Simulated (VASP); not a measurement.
Crystal: AlN.

```xyz
2
Lattice="0.0000 2.1985 2.1985 2.1985 0.0000 2.1985 2.1985 2.1985 0.0000" Properties=species:S:1:pos:R:3 pbc="T T T"
Al    0.0000    0.0000    0.0000
N     1.0992    1.0992    1.0992
```

Program: VASP 6.6.1. Alike in all runs: task single point; potentials or basis VASP PAW PBE potentials, release 64 (Al, N); no spin polarisation; cell as given; smearing fermi-dirac 0.05 eV.

Problem. Order these runs on this cell by their band gap on the k mesh, lowest first.
A. level r2SCAN; k mesh 10 × 10 × 10; cutoff (eV) 520
B. level revPBE+D4; k mesh 10 × 10 × 10; cutoff (eV) 600
C. level PBEsol+D4; k mesh 10 × 10 × 10; cutoff (eV) 520
D. level HF; k mesh 5 × 5 × 5; cutoff (eV) 520; grid for exact exchange (PRECFOCK) Normal
E. level BLYP; k mesh 10 × 10 × 10; cutoff (eV) 520

Solution. C (3.18 eV), B (3.34 eV), E (3.66 eV), A (3.92 eV), D (12.14 eV).

Caveats: some runs use coarse meshes.

A k mesh can miss the band edges, odd and even meshes differently.
